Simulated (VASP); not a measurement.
A run of VASP 6.6.1:

File INCAR:

```
SYSTEM = ZrF
ALGO     = Normal         ! electronic algorithm
EDIFF    = 1E-6           ! SCF threshold, eV
ENCUT    = 520            ! plane-wave cutoff, eV
GGA      = PE             ! functional
ISIF     = 2              ! what is computed and relaxed
ISMEAR   = 0              ! smearing method
LASPH    = .TRUE.         ! aspherical terms in the spheres
LCHARG   = .TRUE.         ! write CHGCAR
LELF     = .TRUE.         ! ELF
LREAL    = .FALSE.        ! projectors in reciprocal space
LVHAR    = .TRUE.       
LWAVE    = .FALSE.        ! write WAVECAR
NBANDS   = 27             ! bands
NELM     = 100            ! most SCF steps
PREC     = Accurate       ! precision mode
SIGMA    = 0.1            ! smearing width, eV
```

KPOINTS

```
k-points
0
G
  6 6 4
  0 0 0
```

POSCAR

```
ZrF
1.0
    3.4923886154      0.0000000000      0.0000000000
   -1.7461943077      3.0244972608      0.0000000000
    0.0000000000      0.0000000000      5.5929399317
Zr F
2 2
Direct
    0.3333333333      0.6666666667      0.0000000000
    0.6666666667      0.3333333333      0.5000000000
    0.3333333333      0.6666666667      0.3821000000
    0.6666666667      0.3333333333      0.8821000000
```

Potentials or basis: VASP PAW PBE potentials, release 64 (Zr_sv, F).

The run is started by

```console
$ cat potpaw_PBE.64/Zr_sv/POTCAR potpaw_PBE.64/F/POTCAR > POTCAR
$ mpirun -np 1 vasp_std > vasp.out
```

Hardware: 1 thread of Intel(R) Xeon(R) Platinum 8259CL CPU @ 2.50GHz (Skylake/Cascade Lake), on a shared host.

Task: How long does it take, and how much memory?

Result: It took 41 s on 1 thread of Intel(R) Xeon(R) Platinum 8259CL CPU @ 2.50GHz (Skylake/Cascade Lake) (shared host), peak memory 0.18 GiB. Counts: scf iterations 14, k points 21.
